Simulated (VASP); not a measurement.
# SiO2 (I4/mmm) in VASP: a series of runs, part 2 of 2

VASP 6.6.1. Earlier steps stand in the parts before.

## Step 3: Single point, r2SCAN+D3(BJ)

This run uses another cell than the first one, of 17.35 Å³/atom, 0.959 times its volume.

File POSCAR:

```
SiO2
1.0
   -4.4629614295      4.4629614295      2.6138917850
    4.4629614295     -4.4629614295      2.6138917850
    4.4629614295      4.4629614295     -2.6138917850
Si O
4 8
Direct
    0.8229931138      0.8229931138      0.6459862277
    0.1770068862      0.8229931138      0.0000000000
    0.8229931138      0.1770068862      0.0000000000
    0.1770068862      0.1770068862      0.3540137723
    0.0000000000      0.7908933709      0.7908933709
    0.2091066291      0.0000000000      0.2091066291
    0.7908933709      0.0000000000      0.7908933709
    0.0000000000      0.2091066291      0.2091066291
    0.0000000000      0.0000000000      0.5000000000
    0.5000000000      0.0000000000      0.0000000000
    0.0000000000      0.5000000000      0.0000000000
    0.5000000000      0.5000000000      0.5000000000
```

File INCAR.step1:

```
SYSTEM = SiO2
PREC = Accurate
ENCUT = 520
ISMEAR = -1
SIGMA = 0.05
LREAL = .False.
LASPH = .True.
NELM = 60
NBANDS = 44
GGA = PE
ALGO = Normal
EDIFF = 1E-4
LWAVE = .True.
LCHARG = .False.
```

File INCAR.step2:

```
SYSTEM = SiO2
PREC = Accurate
ENCUT = 520
EDIFF = 1E-6
ISMEAR = -1
SIGMA = 0.05
LREAL = .False.
LASPH = .True.
NELM = 60
ALGO = Normal
ISIF = 2
LWAVE = .False.
LCHARG = .False.
METAGGA = R2SCAN
LMIXTAU = .True.
IVDW = 12
VDW_S6 = 1.0
VDW_S8 = 0.78981345
VDW_A1 = 0.49484001
VDW_A2 = 5.73083694
NBANDS = 44
ISTART = 1
```

File KPOINTS:

```
regular mesh
0
Gamma
  6 6 6
  0 0 0
```

Potentials or basis: VASP PAW PBE potentials, release 64 (Si, O).

Command:

```bash
$ cat potpaw_PBE.64/Si/POTCAR potpaw_PBE.64/O/POTCAR > POTCAR
$ cp INCAR.step1 INCAR
$ mpirun -np 1 vasp_std > vasp.out
$ cp INCAR.step2 INCAR
$ mpirun -np 1 vasp_std > vasp.out
```

OUTCAR:

```text
SYSTEM = SiO2
   PREC = Accurate
   ENCUT = 520
   EDIFF = 1E-6
   ISMEAR = -1
   LREAL = .False.
   LASPH = .True.
   NELM = 60
   ISIF = 2
   METAGGA = R2SCAN
   IVDW = 12
   ISTART = 1
 IVDW          = 12

 ion  position               nearest neighbor table
   1  0.823  0.823  0.646-  12 1.60   9 1.60   5 1.61   7 1.61
   2  0.177  0.823  0.000-  10 1.60  11 1.60   5 1.61   6 1.61
   3  0.823  0.177  0.000-  10 1.60  11 1.60   7 1.61   8 1.61
   4  0.177  0.177  0.354-  12 1.60   9 1.60   6 1.61   8 1.61
   5  0.000  0.791  0.791-   1 1.61   2 1.61
   6  0.209  0.000  0.209-   4 1.61   2 1.61
   7  0.791  0.000  0.791-   1 1.61   3 1.61
   8  0.000  0.209  0.209-   4 1.61   3 1.61
   9  0.000  0.000  0.500-   1 1.60   4 1.60
  10  0.500  0.000  0.000-   2 1.60   3 1.60
  11  0.000  0.500  0.000-   2 1.60   3 1.60
  12  0.500  0.500  0.500-   1 1.60   4 1.60

  LATTYP: Found a body centered tetragonal cell.
 ALAT       =     8.9259228590
 C/A-ratio  =     0.5856854975

  Lattice vectors:

 A1 = (  -4.4629614295,   4.4629614295,   2.6138917850)
 A2 = (   4.4629614295,  -4.4629614295,   2.6138917850)
 A3 = (   4.4629614295,   4.4629614295,  -2.6138917850)

Analysis of symmetry for initial positions (statically):
=====================================================================
 Subroutine PRICEL returns:
 Original cell was already a primitive cell.

 Routine SETGRP: Setting up the symmetry group for a
 body centered tetragonal supercell.

 Subroutine GETGRP returns: Found 16 space group operations
 (whereof 16 operations were pure point group operations)
 out of a pool of 16 trial point group operations.

The static configuration has the point symmetry D_4h.
[... 157 lines left out ...]
   LORBIT       =      0    0 simple, 1 ext, 2 COOP (PROOUT), +10 PAW based schemes
   METAGGA = R2SCAN    functional components
   LHFCALC =     F    Hartree Fock is set to
   AEXX    =    0.0000 exact exchange contribution
   IVDW    =    12    specifies the selected vdW correction
   LEPSILON=     F    determine dielectric tensor
   LRPA    =     F    only Hartree local field effects (RPA)
 non-spin polarized calculation
  energy-cutoff  :      520.00
  volume of cell :      208.25
 maximum number of plane-waves:      5637
 NGX is ok and might be reduce to    54
   NGX = 25   NGY = 25   NGZ = 25

 number of electron      64.0000008 magnetization

 Free energy of the ion-electron system (eV)
  ---------------------------------------------------
  ext. energy  EPLUGINS =         0.00000000
  ---------------------------------------------------
  free energy    TOTEN  =      -119.02088184 eV

  energy without entropy =     -119.02088184  energy(sigma->0) =     -119.02088184

 E-fermi :  -0.3307     XC(G=0):  -7.6408

 val. band max:       -1.4674708990   @ k =   0.5000   0.5000   0.5000
 cond. band min:       4.6054659599   @ k =   0.0000   0.0000   0.0000
 fundamental gap:      6.0729368589
 Fermi energy:        -0.3306746964

 k-point     1 :       0.0000    0.0000    0.0000
  band No.  band energies     occupation
      1     -21.9575      2.00000
      2     -21.0807      2.00000
      3     -20.5613      2.00000
      4     -20.5613      2.00000
      5     -19.9697      2.00000
      6     -19.9401      2.00000
[... 1117 lines left out ...]
     43      10.5793      0.00000
     44      10.7897      0.00000

 [... further k-points ...]

------------------------ aborting loop because EDIFF is reached ----------------------------------------

 Edisp (eV)   -0.58151

 E8    (eV) :    -0.1470

  FORCE on cell =-STRESS in cart. coord.  units (eV):
  Direction    XX          YY          ZZ          XY          YZ          ZX
  --------------------------------------------------------------------------------------
  -------------------------------------------------------------------------------------
  Total       0.16532     0.16532     0.12448     0.00000     0.00000     0.00000
  in kB       1.27190     1.27190     0.95769     0.00000     0.00000     0.00000
  external pressure =        1.17 kB  Pullay stress =        0.00 kB

 VOLUME and BASIS-vectors are now :
 -----------------------------------------------------------------------------
  energy-cutoff  :      520.00
  volume of cell :      208.25
      direct lattice vectors                 reciprocal lattice vectors
    -4.462961429  4.462961429  2.613891785     0.000000000  0.112033234  0.191285654
     4.462961429 -4.462961429  2.613891785     0.112033234  0.000000000  0.191285654
     4.462961429  4.462961429 -2.613891785     0.112033234  0.112033234  0.000000000

 POSITION                                       TOTAL-FORCE (eV/Angst)
 -----------------------------------------------------------------------------------
      2.88301      2.88301      2.61389        -0.024116     -0.024116      0.000000
      2.88301     -2.88301      2.61389        -0.024116      0.024116      0.000000
     -2.88301      2.88301      2.61389         0.024116     -0.024116      0.000000
      1.57995      1.57995      0.00000         0.024116      0.024116     -0.000000
      7.05945      0.00000      0.00000         0.010096     -0.000000     -0.000000
      0.00000      1.86647      0.00000         0.000000     -0.010096      0.000000
      0.00000      7.05945      0.00000         0.000000      0.010096     -0.000000
      1.86647      0.00000      0.00000        -0.010096      0.000000      0.000000
      2.23148      2.23148     -1.30695         0.000000     -0.000000     -0.000000
     -2.23148      2.23148      1.30695         0.000000      0.000000     -0.000000
      2.23148     -2.23148      1.30695         0.000000      0.000000     -0.000000
      2.23148      2.23148      1.30695         0.000000      0.000000     -0.000000
 -----------------------------------------------------------------------------------
    total drift:                                0.000000     -0.000000      0.000000

  FREE ENERGIE OF THE ION-ELECTRON SYSTEM (eV)
  ---------------------------------------------------
  free  energy   TOTEN  =      -119.6023915205 eV

  energy  without entropy=     -119.6023915205  energy(sigma->0) =     -119.60239152
```

OSZICAR.step1:

```text
N       E                     dE             d eps       ncg     rms          rms(c)
DAV:   1     0.450433048383E+03    0.45043E+03   -0.31729E+04  2640   0.129E+03
DAV:   2    -0.673903695028E+02   -0.51782E+03   -0.49879E+03  3428   0.312E+02
DAV:   3    -0.108041791198E+03   -0.40651E+02   -0.40443E+02  3272   0.935E+01
DAV:   4    -0.108652340840E+03   -0.61055E+00   -0.60939E+00  3312   0.127E+01
DAV:   5    -0.108664400842E+03   -0.12060E-01   -0.12051E-01  3228   0.172E+00    0.304E+01
DAV:   6    -0.949050662683E+02    0.13759E+02   -0.52613E+01  2976   0.331E+01    0.142E+01
DAV:   7    -0.948325511784E+02    0.72515E-01   -0.16006E+00  3320   0.503E+00    0.515E+00
DAV:   8    -0.947820056839E+02    0.50545E-01   -0.90491E-02  3280   0.175E+00    0.195E+00
DAV:   9    -0.947782308691E+02    0.37748E-02   -0.52826E-02  3252   0.122E+00    0.417E-01
DAV:  10    -0.947827419144E+02   -0.45110E-02   -0.49800E-03  2848   0.339E-01    0.126E-01
DAV:  11    -0.947824797964E+02    0.26212E-03   -0.18997E-03  2912   0.228E-01    0.483E-02
DAV:  12    -0.947824511078E+02    0.28689E-04   -0.86701E-05  2280   0.546E-02
   1 F= -.94782451E+02 E0= -.94782451E+02  d E =-.505387E-10
```

Run time: 30 min. Hardware: 1 thread of Intel Xeon Platinum 8259CL at 2.50GHz (Skylake/Cascade Lake), shared host; peak memory 0.53 GiB.

Results:

| Quantity | Value |
| --- | --- |
| Free energy | -119.6024 eV |
| Pressure | 0.1 GPa |
| Largest force | 0.034 eV/Å |
| Band gap on the k mesh | 6.07 eV, indirect (the least direct gap lies 1.4 meV higher) |
| Dispersion energy per atom | -0.048 eV |

Forces on the atoms (eV/Å):
```
Si  -0.024 -0.024  0.000
Si  -0.024  0.024  0.000
Si   0.024 -0.024  0.000
Si   0.024  0.024  0.000
O    0.010  0.000  0.000
O    0.000 -0.010  0.000
O    0.000  0.010  0.000
O   -0.010  0.000  0.000
O    0.000  0.000  0.000
O    0.000  0.000  0.000
O    0.000  0.000  0.000
O    0.000  0.000  0.000
```

Caveat: the PAW data sets were made with another functional, which shifts forces and pressure a little. r2SCAN opens gaps a little over a GGA but as a rule still falls short of measured ones.
